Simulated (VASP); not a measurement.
A run of VASP 6.6.1 is set up as follows.

The input INCAR:

```
SYSTEM = C
PREC = Accurate
ENCUT = 520
EDIFF = 1E-7
ISMEAR = 0
SIGMA = 0.1
LREAL = .False.
LASPH = .True.
NELM = 100
ALGO = Normal
ISIF = 2
LWAVE = .False.
LCHARG = .False.
GGA = PE
NBANDS = 8
```

KPOINTS

```
regular mesh
0
Gamma
  33 33 34
  0 0 0
```

The input POSCAR:

```
C
1.0
    2.0199540029      0.0000000000      0.0000000000
   -1.0099770014      1.7493314810      0.0000000000
    0.0000000000      0.0000000000      1.5839057930
C
1
Direct
    0.0000000000      0.0000000000      0.0000000000
```

Potentials or basis: VASP PAW PBE potentials, release 64 (C).

Launch:

```console
$ cat potpaw_PBE.64/C/POTCAR > POTCAR
$ mpirun -np 1 vasp_std > vasp.out
```

Task: Estimate the band gap on the k mesh.

Result: Zero (band 2 reaches 18.83 eV, above the bottom of band 3 at 2.84 eV).

Task: Estimate the pressure.

Result: 0.3 GPa.

Stress tensor (GPa, compression positive):
```
0.18 0.00 0.00
0.00 0.18 0.00
0.00 0.00 0.62
```
